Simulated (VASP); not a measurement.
Here is a VASP 6.6.1 calculation.

Contents of INCAR:

```
SYSTEM = CuAu3
PREC     = Accurate       ! precision mode
ENCUT    = 520            ! plane-wave cutoff, eV
EDIFF    = 1E-6           ! SCF threshold, eV
ISMEAR   = -1             ! smearing method
SIGMA    = 0.15           ! smearing width, eV
LREAL    = .FALSE.        ! projectors in reciprocal space
LASPH    = .TRUE.         ! aspherical terms in the spheres
NELM     = 60             ! most SCF steps
ALGO     = Fast           ! electronic algorithm
ISIF     = 2              ! what is computed and relaxed
LWAVE    = .FALSE.        ! write WAVECAR
LCHARG   = .FALSE.        ! write CHGCAR
NBANDS   = 30             ! bands
```

KPOINTS

```
Automatic mesh
0
G
  10 10 10
  0 0 0
```

The input POSCAR:

```
CuAu3
1.0
    3.9379714458      0.0000000000      0.0000000000
    0.0000000000      3.9379714458      0.0000000000
    0.0000000000      0.0000000000      3.9379714458
Cu Au
1 3
Direct
    0.0000000000      0.0000000000      0.0000000000
    0.0000000000      0.5000000000      0.5000000000
    0.5000000000      0.0000000000      0.5000000000
    0.5000000000      0.5000000000      0.0000000000
```

Potentials or basis: VASP PAW LDA potentials, release 64 (Cu, Au).

The run is started by

```bash
$ cat potpaw_LDA.64/Cu/POTCAR potpaw_LDA.64/Au/POTCAR > POTCAR
$ mpirun -np 1 vasp_std > vasp.out
```

What does it give for the band gap on the k mesh?

Zero (band 22 reaches 10.55 eV, above the bottom of band 23 at 8.34 eV).

What does it give for the pressure?

0.6 GPa.

Caveat: spin-orbit coupling is left out, which moves the levels of the heavy elements.
